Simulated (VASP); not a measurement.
Here is a VASP 6.6.1 calculation.

The input INCAR:

```
SYSTEM = Be5H
PREC = Accurate
ENCUT = 600
EDIFF = 1E-6
ISMEAR = 0
SIGMA = 0.1
LREAL = .False.
LASPH = .True.
NELM = 80
ALGO = Normal
ISIF = 3
LWAVE = .False.
LCHARG = .False.
GGA = PE
IBRION = 2
NSW = 100
EDIFFG = -0.01
```

Contents of KPOINTS:

```
regular mesh
0
Gamma
  14 14 14
  0 0 0
```

File POSCAR:

```
Be5H
1.0
   -1.8953485660      1.8953485660      4.0709095229
    1.8953485660     -1.8953485660      4.0709095229
    1.8953485660      1.8953485660     -4.0709095229
Be H
5 1
Direct
    0.5000000000      0.0000000000      0.5000000000
    0.0000000000      0.5000000000      0.5000000000
    0.5000000000      0.5000000000      0.0000000000
    0.7500000000      0.2500000000      0.5000000000
    0.2500000000      0.7500000000      0.5000000000
    0.0000000000      0.0000000000      0.0000000000
```

Potentials or basis: VASP PAW PBE potentials, release 64 (Be, H).

Launch:

```console
$ cat potpaw_PBE.64/Be/POTCAR potpaw_PBE.64/H/POTCAR > POTCAR
$ mpirun -np 1 vasp_std > vasp.out
```

What does it give for the band gap on the k mesh?

Zero (an odd number of electrons rules out a gap without spin polarisation).

Stress tensor (GPa, compression positive):
```
-0.09  0.00  0.00
 0.00 -0.09  0.00
 0.00  0.00  0.13
```
